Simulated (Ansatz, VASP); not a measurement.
## Two plane-wave programs on SrO

File POSCAR:

```
SrO
1.0
    0.0000000000      2.5698000000      2.5698000000
    2.5698000000      0.0000000000      2.5698000000
    2.5698000000      2.5698000000      0.0000000000
Sr O
1 1
Direct
    0.0000000000      0.0000000000      0.0000000000
    0.4587259642      0.5000000000      0.5000000000
```

File INCAR.step1:

```
SYSTEM = SrO
PREC = Accurate ; ENCUT = 520
ISMEAR = 0 ; SIGMA = 0.05
LREAL = .False. ; LASPH = .True.
NELM = 80 ; NBANDS = 15
GGA = PE ; ALGO = Normal
EDIFF = 1E-4 ; LWAVE = .True.
LCHARG = .False.
```

INCAR.step2

```
SYSTEM = SrO
PREC = Accurate ; ENCUT = 520
EDIFF = 1E-6 ; ISMEAR = 0
SIGMA = 0.05 ; LREAL = .False.
LASPH = .True. ; NELM = 80
ALGO = Normal ; ISIF = 2
LWAVE = .False. ; LCHARG = .True.
METAGGA = R2SCAN ; LMIXTAU = .True.
LELF = .True. ; LVHAR = .True.
NBANDS = 15 ; ISTART = 1
```

Contents of KPOINTS:

```
Automatic mesh
0
Gamma
  8 8 8
  0 0 0
```

Input for Ansatz:

```yaml
crystal:
  lattice:
    - [0.0, 2.5698, 2.5698]
    - [2.5698, 0.0, 2.5698]
    - [2.5698, 2.5698, 0.0]
  atoms:
    - { symbol: Sr, position: [0.0, 0.0, 0.0] }
    - { symbol: O, position: [0.4587259642, 0.5, 0.5] }
basis:
  ecutwfc: 500
kpoints:
  mp_grid: { grid: [8, 8, 8] }
hamiltonian:
  xc: r2scan
scf:
  occupations: { method: gaussian, width: 0.05 }
output:
  forces: true
  stress: true
  eigenvalues: true
```

Change from the starting cell: all O atoms moved +0.150 Å, as atom 2 towards its neighbour atom 2 (O) at 3.634 Å.

Alike in both runs: task single point; functional r2SCAN; k mesh 8 × 8 × 8; occupations gaussian, width 0.05 eV; no spin polarisation.

```csv
,VASP,Ansatz
version,VASP 6.6.1,Ansatz 0.2.0
potentials or method,"VASP PAW PBE potentials, release 64 (Sr_sv, O), cutoff 520 eV","scalar-relativistic, plane waves, PAW"
valence electrons in the cell,16,16
```

|  | VASP | Ansatz | Ansatz less VASP |
| --- | --- | --- | --- |
| gap on the k mesh at the Fermi level (eV) | 3.89 | 3.94 | +0.051 |
| least direct gap on the mesh (eV) | 3.93 | 3.97 | +0.039 |
| pressure (GPa) | 2.3 | 1.8 | -0.59 |
| traceless stress, the component that is largest in VASP (GPa) | -0.92 | -0.87 | +0.052 |
| rms of the force components (eV/Å) | 0.236 | 0.223 | -0.0135 |

VASP's potentials were made for PBE, not for r2SCAN. Atom by atom the forces differ by 0.013 eV/Å (rms over components). The functional is the same, so the differences come from potentials, cutoffs and numerics.
